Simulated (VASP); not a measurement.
# Ti (Im-3m) in VASP: single point with r2SCAN

Aim: the single point of Ti with r2SCAN.

Everything below comes from runs of VASP 6.6.1. Logs are shortened: lines on timing, memory, paths and dates and some standing lists are left out, and cuts for length are marked.

## (1) The cell of the first run

It takes space group Im-3m (No. 229, cubic). Conventional cell: a = 3.282 Å, b = 3.282 Å, c = 3.282 Å, α = 90.00°, β = 90.00°, γ = 90.00°. Within 3.7 Å of Ti (site symmetry m-3m) lie 14 Ti at 2.84 to 3.28 Å.

## (2) Single point, r2SCAN

Input file POSCAR:

```
Ti
1.0
   -1.6410000000      1.6410000000     -1.6410000000
   -1.6410000000     -1.6410000000      1.6410000000
    0.0000000000      6.5640000000      6.5640000000
Ti
4
Direct
    0.0000000000      0.0000000000      0.0000000000
    0.5000000000      0.5000000000      0.2500000000
    0.0000000000      0.0000000000      0.5000000000
    0.5000000000      0.5000000000      0.7500000000
```

Input file INCAR.step1:

```
  PREC = Accurate
  ENCUT = 520
  ISMEAR = 0
  SIGMA = 0.15
  LREAL = F
  LASPH = T
  NELM = 60
  NBANDS = 32
  GGA = PE
  ALGO = Normal
  EDIFF = 1E-4
  LWAVE = T
  LCHARG = F
```

Input file INCAR.step2:

```
  PREC = Accurate
  ENCUT = 520
  EDIFF = 1E-6
  ISMEAR = 0
  SIGMA = 0.15
  LREAL = F
  LASPH = T
  NELM = 60
  ALGO = Normal
  ISIF = 2
  LWAVE = F
  LCHARG = F
  METAGGA = R2SCAN
  LMIXTAU = T
  NBANDS = 32
  ISTART = 1
```

Input file KPOINTS:

```
regular mesh
0
Gamma
  17 17 5
```

Potentials or basis: VASP PAW PBE potentials, release 64 (Ti_sv).

On the command line:

```
> cat potpaw_PBE.64/Ti_sv/POTCAR > POTCAR
> cp INCAR.step1 INCAR
> mpirun -np 1 vasp_std > vasp.out
> cp INCAR.step2 INCAR
> mpirun -np 1 vasp_std > vasp.out
```

OUTCAR:

```text
PREC = Accurate
   ENCUT = 520
   EDIFF = 1E-6
   ISMEAR = 0
   LREAL = F
   LASPH = T
   NELM = 60
   ISIF = 2
   METAGGA = R2SCAN
   ISTART = 1

 ion  position               nearest neighbor table
   1  0.000  0.000  0.000-   2 2.84   4 2.84   2 2.84   4 2.84
   2  0.500  0.500  0.250-   1 2.84   3 2.84   1 2.84   3 2.84
   3  0.000  0.000  0.500-   2 2.84   4 2.84   2 2.84   4 2.84
   4  0.500  0.500  0.750-   1 2.84   3 2.84   1 2.84   3 2.84

  LATTYP: Found a base centered orthorhombic cell.
 ALAT       =     3.2820000000
 B/A-ratio  =     1.4142135624
 C/A-ratio  =     2.8284271247

  Lattice vectors:

 A1 = (  -1.6410000000,   1.6410000000,  -1.6410000000)
 A2 = (  -1.6410000000,  -1.6410000000,   1.6410000000)
 A3 = (   0.0000000000,   6.5640000000,   6.5640000000)

Analysis of symmetry for initial positions (statically):
=====================================================================
 Subroutine PRICEL returns following result:

  LATTYP: Found a body centered cubic cell.
 ALAT       =     3.2820000000

  Lattice vectors:

 A1 = (   1.6410000000,   1.6410000000,  -1.6410000000)
 A2 = (  -1.6410000000,  -1.6410000000,  -1.6410000000)
 A3 = (  -1.6410000000,   1.6410000000,   1.6410000000)

   4 primitive cells build up your supercell.

 Routine SETGRP: Setting up the symmetry group for a
 base centered orthorhombic supercell.

 Subroutine GETGRP returns: Found  8 space group operations
 (whereof  8 operations were pure point group operations)
 out of a pool of  8 trial point group operations.

The static configuration has the point symmetry D_2h.

Analysis of symmetry for dynamics (positions and initial velocities):
=====================================================================
 Subroutine PRICEL returns following result:

  LATTYP: Found a body centered cubic cell.
 ALAT       =     3.2820000000

  Lattice vectors:

 A1 = (   1.6410000000,   1.6410000000,  -1.6410000000)
 A2 = (  -1.6410000000,  -1.6410000000,  -1.6410000000)
 A3 = (  -1.6410000000,   1.6410000000,   1.6410000000)

   4 primitive cells build up your supercell.

 Routine SETGRP: Setting up the symmetry group for a
 base centered orthorhombic supercell.

 Subroutine GETGRP returns: Found  8 space group operations
 (whereof  8 operations were pure point group operations)
[... 92 lines left out ...]
   ISTART =      1    job   : 0-new  1-cont  2-samecut
   ICHARG =      0    charge: 1-file 2-atom 10-const
   ISPIN  =      1    spin polarized calculation?
   LNONCOLLINEAR =      F non collinear calculations
   LSORBIT =      F    spin-orbit coupling
   LASPH  =      T    aspherical Exc in radial PAW
   ENCUT  =  520.0 eV  38.22 Ry    6.18 a.u.   5.28  5.28 17.26*2*pi/ulx,y,z
   NELM   =     60;   NELMIN=  2; NELMDL=  0     # of ELM steps
   EDIFF  = 0.1E-05   stopping-criterion for ELM
   LREAL  =      F    real-space projection
   EDIFFG = 0.1E-04   stopping-criterion for IOM
   NSW    =      0    number of steps for IOM
   IBRION =     -1    ionic relax: 0-MD 1-quasi-New 2-CG
   NFREE  =      0    steps in history (QN), initial steepest desc. (CG)
   ISIF   =      2    stress and relaxation
   ISYM   =      2    0-nonsym 1-usesym 2-fastsym
   POTIM  = 0.5000    time-step for ionic-motion
   TEBEG  =    0.0;   TEEND  =   0.0 temperature during run
   PSTRESS=    0.0 pullay stress
   NELECT =      48.0000    total number of electrons
   NUPDOWN=      -1.0000    fix difference up-down
   EMIN   =  10.00;   EMAX   =-10.00  energy-range for DOS
   EFERMI =   0.00;   METHOD = LEGACY
   ISMEAR =     0;   SIGMA  =   0.15  broadening in eV -4-tet -1-fermi 0-gaus
   EFERMI_NEDOS =   21; number of points for ismear=-14 and -15
   IALGO  =     38    algorithm
   IMIX   =      4    mixing-type and parameters
     AMIX     =   0.40;   BMIX     =  1.00
     AMIX_MAG =   1.60;   BMIX_MAG =  1.00
  volume/ion in A,a.u.               =      17.68       119.28
  Fermi-wavevector in a.u.,A,eV,Ry     =   1.438821  2.718977 28.166848  2.070205
  Thomas-Fermi vector in A             =   2.557745
   LORBIT       =      0    0 simple, 1 ext, 2 COOP (PROOUT), +10 PAW based schemes
   METAGGA = R2SCAN    functional components
   LHFCALC =     F    Hartree Fock is set to
   AEXX    =    0.0000 exact exchange contribution
   IVDW    =     0    specifies the selected vdW correction
   LEPSILON=     F    determine dielectric tensor
   LRPA    =     F    only Hartree local field effects (RPA)
 non-spin polarized calculation
 Gauss-broadening in eV      SIGMA  =   0.15
  energy-cutoff  :      520.00
  volume of cell :       70.70
 maximum number of plane-waves:      1925
 NGX is ok and might be reduce to    24
   NGX = 11   NGY = 11   NGZ = 35

 number of electron      47.9999987 magnetization

 Free energy of the ion-electron system (eV)
  ---------------------------------------------------
  ext. energy  EPLUGINS =         0.00000000
  ---------------------------------------------------
  free energy    TOTEN  =       -51.29337861 eV

  energy without entropy =      -51.19024167  energy(sigma->0) =      -51.24181014

 E-fermi :   7.9377     XC(G=0): -12.3098

 val. band max:        7.9352179055   @ k =  -0.1176   0.0588   0.4000
 cond. band min:       7.9388538781   @ k =  -0.4706   0.0588   0.4000
 fundamental gap:      0.0036359726
 Fermi energy:         7.9377018954

 k-point     1 :       0.0000    0.0000    0.0000
  band No.  band energies     occupation
      1     -51.0130      2.00000
      2     -50.9496      2.00000
      3     -50.9496      2.00000
      4     -50.8854      2.00000
      5     -26.4928      2.00000
      6     -26.1711      2.00000
[... 829 lines left out ...]
     31      10.0664      0.00000
     32      10.5117      0.00000

 [... further k-points ...]
[... 5 lines left out ...]
  --------------------------------------------------------------------------------------
  -------------------------------------------------------------------------------------
  Total       -1.0503297     -1.0603304     -1.0603304      0.0000000      0.0108662      0.0000000
  in kB      -23.8007416    -24.0273615    -24.0273615      0.0000000      0.2462314      0.0000000
  external PRESSURE =     -23.9518215 kB  Pullay stress =       0.0000000 kB

 VOLUME and BASIS-vectors are now :
 -----------------------------------------------------------------------------
  energy-cutoff  :      520.00
  volume of cell :       70.70
      direct lattice vectors                 reciprocal lattice vectors
    -1.641000000  1.641000000 -1.641000000    -0.304692261  0.152346130 -0.152346130
    -1.641000000 -1.641000000  1.641000000    -0.304692261 -0.152346130  0.152346130
     0.000000000  6.564000000  6.564000000     0.000000000  0.076173065  0.076173065

 POSITION                                       TOTAL-FORCE (eV/Angst)
 -----------------------------------------------------------------------------------
      0.00000      0.00000      0.00000        -0.000000     -0.000000     -0.000000
     -1.64100      1.64100      1.64100        -0.000000     -0.000000     -0.000000
      0.00000      3.28200      3.28200         0.000000      0.000000      0.000000
     -1.64100      4.92300      4.92300         0.000000     -0.000000     -0.000000
 -----------------------------------------------------------------------------------
    total drift:                               -0.000000      0.000000     -0.000000

  FREE ENERGIE OF THE ION-ELECTRON SYSTEM (eV)
  ---------------------------------------------------
  free  energy   TOTEN  =       -51.2933786083 eV

  energy  without entropy=      -51.1902416726  energy(sigma->0) =      -51.24181014
```

OSZICAR.step1:

```text
N       E                     dE             d eps       ncg     rms          rms(c)
DAV:   1     0.617112117471E+03    0.61711E+03   -0.24288E+04 15552   0.186E+03
DAV:   2     0.399042384408E+02   -0.57721E+03   -0.56362E+03 15784   0.556E+02
DAV:   3    -0.284489787210E+02   -0.68353E+02   -0.65384E+02 25520   0.164E+02
DAV:   4    -0.349090262105E+02   -0.64600E+01   -0.63891E+01 23336   0.476E+01
DAV:   5    -0.352250849919E+02   -0.31606E+00   -0.31584E+00 23976   0.901E+00    0.163E+01
DAV:   6    -0.308439068665E+02    0.43812E+01   -0.17852E+01 18696   0.343E+01    0.369E+00
DAV:   7    -0.308925443959E+02   -0.48638E-01   -0.13026E+00 22808   0.613E+00    0.278E+00
DAV:   8    -0.309604910949E+02   -0.67947E-01   -0.54875E-01 18960   0.669E+00    0.116E+00
DAV:   9    -0.309361295719E+02    0.24362E-01   -0.12589E-01 20392   0.310E+00    0.991E-02
DAV:  10    -0.309367325525E+02   -0.60298E-03   -0.60688E-03 22016   0.469E-01    0.151E-01
DAV:  11    -0.309366931607E+02    0.39392E-04   -0.11119E-03 18944   0.224E-01    0.253E-02
DAV:  12    -0.309366903268E+02    0.28340E-05   -0.22723E-05 12768   0.456E-02
   1 F= -.30936690E+02 E0= -.30883819E+02  d E =-.105742E+00
```

Wall time 14 min (1 thread of Intel Xeon Platinum 8559C (Emerald Rapids), shared host); peak memory 0.49 GiB.

What came out:

```yaml
Free_energy: -51.2934 eV
Pressure: -2.4 GPa
Band_gap_on_the_k_mesh: zero (band 24 reaches 8.67 eV, above the bottom of band 25 at 7.33 eV)
```

Caveat: the PAW data sets were made with another functional, which shifts forces and pressure a little.
